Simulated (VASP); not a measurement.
# Li (Im-3m) in VASP: notebook

Li is run at these levels: PBEsol; tasks: single point, relaxation of cell and atoms.

Program: VASP 6.6.1. These are calculated values, not measurements. Logs are shortened: lines on timing, memory, paths and dates and some standing lists are left out, and cuts for length are marked.

## 1. The cell of the first run

It takes space group Im-3m (No. 229, cubic). Conventional cell: a = 3.431 Å, b = 3.431 Å, c = 3.431 Å, α = 90.00°, β = 90.00°, γ = 90.00°. Within 3.9 Å of Li (site symmetry m-3m) lie 14 Li at 2.97 to 3.43 Å.

## 2. Single point, PBEsol

Contents of INCAR:

```
SYSTEM = Li
ALGO = Normal ; EDIFF = 1E-6
ENCUT = 520 ; GGA = PS
ISIF = 2 ; ISMEAR = -1
LASPH = .True. ; LCHARG = .True.
LELF = .True. ; LREAL = .False.
LVHAR = .True. ; LWAVE = .False.
NBANDS = 8 ; NELM = 100
PREC = Accurate ; SIGMA = 0.1
```

Contents of KPOINTS:

```
k-points
0
Gamma
  22 22 22
  0 0 0
```

Contents of POSCAR:

```
Li
1.0
   -1.7155479244      1.7155479244      1.7155479244
    1.7155479244     -1.7155479244      1.7155479244
    1.7155479244      1.7155479244     -1.7155479244
Li
1
Direct
    0.0000000000      0.0000000000      0.0000000000
```

Potentials or basis: VASP PAW PBE potentials, release 64 (Li_sv).

Run with:

```bash
$ cat potpaw_PBE.64/Li_sv/POTCAR > POTCAR
$ mpirun -np 1 vasp_std > vasp.out
```

OUTCAR:

```text
SYSTEM = Li
   EDIFF = 1E-6
   ENCUT = 520
   GGA = PS
   ISIF = 2
   ISMEAR = -1
   LASPH = .True.
   LREAL = .False.
   NELM = 100
   PREC = Accurate

 ion  position               nearest neighbor table
   1  0.000  0.000  0.000-

  LATTYP: Found a body centered cubic cell.
 ALAT       =     3.4310958488

  Lattice vectors:

 A1 = (  -1.7155479244,   1.7155479244,   1.7155479244)
 A2 = (   1.7155479244,  -1.7155479244,   1.7155479244)
 A3 = (   1.7155479244,   1.7155479244,  -1.7155479244)

Analysis of symmetry for initial positions (statically):
=====================================================================
 Subroutine PRICEL returns:
 Original cell was already a primitive cell.

 Routine SETGRP: Setting up the symmetry group for a
 body centered cubic supercell.

 Subroutine GETGRP returns: Found 48 space group operations
 (whereof 48 operations were pure point group operations)
 out of a pool of 48 trial point group operations.

The static configuration has the point symmetry O_h .

Analysis of symmetry for dynamics (positions and initial velocities):
=====================================================================
 Subroutine PRICEL returns:
 Original cell was already a primitive cell.

 Routine SETGRP: Setting up the symmetry group for a
 body centered cubic supercell.

 Subroutine GETGRP returns: Found 48 space group operations
 (whereof 48 operations were pure point group operations)
 out of a pool of 48 trial point group operations.

The dynamic configuration has the point symmetry O_h .

 Subroutine INISYM returns: Found 48 space group operations
 (whereof 48 operations are pure point group operations),
 and found     1 'primitive' translations

----------------------------------------------------------------------------------------

                                     Primitive cell

  volume of cell :      20.1961

  direct lattice vectors                    reciprocal lattice vectors
    -1.715547924  1.715547924  1.715547924     0.000000000  0.291452074  0.291452074
     1.715547924 -1.715547924  1.715547924     0.291452074  0.000000000  0.291452074
     1.715547924  1.715547924 -1.715547924     0.291452074  0.291452074  0.000000000

  length of vectors
     2.971416168  2.971416168  2.971416168     0.412175475  0.412175475  0.412175475

  position of ions in fractional coordinates (direct lattice)
     0.000000000  0.000000000  0.000000000

  ion indices of the primitive-cell ions
   primitive index   ion index
                 1           1

----------------------------------------------------------------------------------------

 KPOINTS: k-points

Automatic generation of k-mesh.
 Grid dimensions read from file:
 generate k-points for:   22   22   22

 Generating k-lattice:

  Cartesian coordinates                     Fractional coordinates (reciprocal lattice)
     0.000000000  0.013247822  0.013247822     0.045454545  0.000000000  0.000000000
     0.013247822  0.000000000  0.013247822     0.000000000  0.045454545  0.000000000
     0.013247822  0.013247822  0.000000000     0.000000000  0.000000000  0.045454545

  Length of vectors
     0.018735249  0.018735249  0.018735249

  Shift w.r.t. Gamma in fractional coordinates (k-lattice)
     0.000000000  0.000000000  0.000000000

 Subroutine IBZKPT returns following result:
 ===========================================

 Found    328 irreducible k-points:

 Following reciprocal coordinates:
            Coordinates               Weight
  0.000000  0.000000  0.000000      1.000000
  0.045455  0.000000  0.000000     12.000000
  0.090909  0.000000  0.000000     12.000000
  0.136364  0.000000  0.000000     12.000000
  0.181818  0.000000  0.000000     12.000000
  0.227273  0.000000  0.000000     12.000000
[... 16 lines left out ...]
  0.090909  0.090909  0.000000     24.000000
  0.136364  0.090909  0.000000     48.000000
 [... further k-points ...]
   k-points           NKPTS =    328   k-points in BZ     NKDIM =    328   number of bands    NBANDS=      8
   number of dos      NEDOS =    301   number of ions     NIONS =      1
   total plane-waves  NPLWV =  13824
   dimension x,y,z NGX =    24 NGY =   24 NGZ =   24
   dimension x,y,z NGXF=    48 NGYF=   48 NGZF=   48
   ions per type =               1
   NGX,Y,Z   is equivalent  to a cutoff of  13.43, 13.43, 13.43 a.u.
   NGXF,Y,Z  is equivalent  to a cutoff of  26.86, 26.86, 26.86 a.u.
 SYSTEM =  Li
   PREC   = accura    normal or accurate (medium, high low for compatibility)
   ISTART =      0    job   : 0-new  1-cont  2-samecut
   ICHARG =      2    charge: 1-file 2-atom 10-const
   ISPIN  =      1    spin polarized calculation?
   LNONCOLLINEAR =      F non collinear calculations
   LSORBIT =      F    spin-orbit coupling
   LASPH  =      T    aspherical Exc in radial PAW
   ENCUT  =  520.0 eV  38.22 Ry    6.18 a.u.   5.52  5.52  5.52*2*pi/ulx,y,z
   NELM   =    100;   NELMIN=  2; NELMDL= -5     # of ELM steps
   EDIFF  = 0.1E-05   stopping-criterion for ELM
   LREAL  =      F    real-space projection
   EDIFFG = 0.1E-04   stopping-criterion for IOM
   NSW    =      0    number of steps for IOM
   IBRION =     -1    ionic relax: 0-MD 1-quasi-New 2-CG
   NFREE  =      0    steps in history (QN), initial steepest desc. (CG)
   ISIF   =      2    stress and relaxation
   ISYM   =      2    0-nonsym 1-usesym 2-fastsym
   POTIM  = 0.5000    time-step for ionic-motion
   TEBEG  =    0.0;   TEEND  =   0.0 temperature during run
   PSTRESS=    0.0 pullay stress
   NELECT =       3.0000    total number of electrons
   NUPDOWN=      -1.0000    fix difference up-down
   EMIN   =  10.00;   EMAX   =-10.00  energy-range for DOS
   EFERMI =   0.00;   METHOD = LEGACY
   ISMEAR =    -1;   SIGMA  =   0.10  broadening in eV -4-tet -1-fermi 0-gaus
   EFERMI_NEDOS =   21; number of points for ismear=-14 and -15
   IALGO  =     38    algorithm
   IMIX   =      4    mixing-type and parameters
     AMIX     =   0.40;   BMIX     =  1.00
     AMIX_MAG =   1.60;   BMIX_MAG =  1.00
  volume/ion in A,a.u.               =      20.20       136.29
  Fermi-wavevector in a.u.,A,eV,Ry     =   0.867013  1.638417 10.227662  0.751712
  Thomas-Fermi vector in A             =   1.985486
   LORBIT       =      0    0 simple, 1 ext, 2 COOP (PROOUT), +10 PAW based schemes
   GGA     = PS    functional components
   LHFCALC =     F    Hartree Fock is set to
   AEXX    =    0.0000 exact exchange contribution
   IVDW    =     0    specifies the selected vdW correction
   LEPSILON=     F    determine dielectric tensor
   LRPA    =     F    only Hartree local field effects (RPA)
 non-spin polarized calculation
  energy-cutoff  :      520.00
  volume of cell :       20.20
 maximum number of plane-waves:       563
 NGX is ok and might be reduce to    24
   NGX = 11   NGY = 11   NGZ = 11

 number of electron       3.0000001 magnetization

 Free energy of the ion-electron system (eV)
  ---------------------------------------------------
  ext. energy  EPLUGINS =         0.00000000
  ---------------------------------------------------
  free energy    TOTEN  =        -1.97372710 eV

  energy without entropy =       -1.95800775  energy(sigma->0) =       -1.96586742

 E-fermi :   0.6449     XC(G=0):  -7.0265

 val. band max:        0.6437522210   @ k =   0.4545   0.0000   0.0000
 cond. band min:       0.6498675831   @ k =   0.3182   0.1818  -0.0000
 fundamental gap:      0.0061153622
 Fermi energy:         0.6449056583

 k-point     1 :       0.0000    0.0000    0.0000
  band No.  band energies     occupation
      1     -45.2697      2.00000
      2      -2.9224      2.00000
      3      15.3052      0.00000
      4      15.3052      0.00000
      5      15.3052      0.00000
      6      20.0395      0.00000
      7      20.0395      0.00000
      8      20.0395      0.00000

 k-point     2 :       0.0455    0.0000    0.0000
  band No.  band energies     occupation
      1     -45.2693      2.00000
      2      -2.8832      2.00000
      3      15.0394      0.00000
      4      15.0926      0.00000
      5      15.2354      0.00000
      6      19.3016      0.00000
      7      19.4151      0.00000
      8      20.3546      0.00000

 k-point     3 :       0.0909    0.0000    0.0000
  band No.  band energies     occupation
      1     -45.2681      2.00000
      2      -2.7659      2.00000
      3      14.2269      0.00000
      4      14.5791      0.00000
      5      15.0311      0.00000
      6      18.3182      0.00000
      7      18.4938      0.00000
      8      20.0475      0.00000

 k-point     4 :       0.1364    0.0000    0.0000
  band No.  band energies     occupation
      1     -45.2662      2.00000
      2      -2.5704      2.00000
      3      12.9819      0.00000
      4      13.9538      0.00000
      5      14.7138      0.00000
      6      17.6258      0.00000
      7      17.7644      0.00000
      8      19.8697      0.00000

 k-point     5 :       0.1818    0.0000    0.0000
  band No.  band energies     occupation
      1     -45.2637      2.00000
      2      -2.2964      2.00000
      3      11.5450      0.00000
      4      13.3259      0.00000
      5      14.3255      0.00000
      6      16.8488      0.00000
      7      17.5033      0.00000
      8      19.9231      0.00000
[... 177 lines left out ...]
 k-point    22 :       0.4545    0.0455    0.0000
  band No.  band energies     occupation
      1     -45.2487      2.00000
      2       0.8546      0.21873
      3       4.0104      0.00000
      4      10.8796      0.00000
      5      12.0823      0.00000
      6      14.9188      0.00000
      7      17.9125      0.00000
      8      23.2151      0.00000

 k-point    23 :       0.0909    0.0909    0.0000
  band No.  band energies     occupation
      1     -45.2650      2.00000
      2      -2.4527      2.00000
      3      12.9117      0.00000
      4      13.0398      0.00000
      5      14.1912      0.00000
      6      17.6164      0.00000
      7      17.8938      0.00000
      8      19.9385      0.00000

 k-point    24 :       0.1364    0.0909    0.0000
  band No.  band energies     occupation
      1     -45.2626      2.00000
      2      -2.1784      2.00000
      3      11.5541      0.00000
      4      12.3965      0.00000
      5      13.6882      0.00000
      6      17.4586      0.00000
      7      17.6648      0.00000
      8      20.0497      0.00000

 [... further k-points ...]

------------------------ aborting loop because EDIFF is reached ----------------------------------------

  FORCE on cell =-STRESS in cart. coord.  units (eV):
  Direction    XX          YY          ZZ          XY          YZ          ZX
  --------------------------------------------------------------------------------------
  -------------------------------------------------------------------------------------
  Total       -0.0065293     -0.0065293     -0.0065293      0.0000000      0.0000000     -0.0000000
  in kB       -0.5179744     -0.5179744     -0.5179744      0.0000000      0.0000000     -0.0000000
  external PRESSURE =      -0.5179744 kB  Pullay stress =       0.0000000 kB

 VOLUME and BASIS-vectors are now :
 -----------------------------------------------------------------------------
  energy-cutoff  :      520.00
  volume of cell :       20.20
      direct lattice vectors                 reciprocal lattice vectors
    -1.715547924  1.715547924  1.715547924     0.000000000  0.291452074  0.291452074
     1.715547924 -1.715547924  1.715547924     0.291452074  0.000000000  0.291452074
     1.715547924  1.715547924 -1.715547924     0.291452074  0.291452074  0.000000000

 POSITION                                       TOTAL-FORCE (eV/Angst)
 -----------------------------------------------------------------------------------
      0.00000      0.00000      0.00000        -0.000000      0.000000      0.000000
 -----------------------------------------------------------------------------------
    total drift:                               -0.000000      0.000000     -0.000000

  FREE ENERGIE OF THE ION-ELECTRON SYSTEM (eV)
  ---------------------------------------------------
  free  energy   TOTEN  =        -1.9737270998 eV

  energy  without entropy=       -1.9580077501  energy(sigma->0) =       -1.96586742
```

Wall time 18 s (1 thread of Intel Xeon Platinum 8375C at 2.90GHz (Ice Lake), shared host); peak memory 0.16 GiB.

Results:

| Property | Result |
| --- | --- |
| Free energy | -1.9737 eV |
| Band gap on the k mesh | zero (an odd number of electrons rules out a gap without spin polarisation) |

Levels at points of the mesh, in eV from the Fermi level:
```
           k point  band 1  band 2  band 3  band 4  band 5
(0.00, 0.00, 0.00)  -45.91   -3.57   14.66   14.66   14.66
(0.50, 0.00, 0.00)  -45.89    0.24    3.27   10.39   11.87
(0.50, 0.50, 0.50)  -45.88    5.53    5.53    5.53    7.77
```

Caveat: the cutoff is under 1.25 times the usual one of these potentials, so pressure, stress and relaxed cells hold a basis-set (Pulay) error; the PAW data sets were made with another functional, which shifts forces and pressure a little.

(Continued in part 2 of 2.)
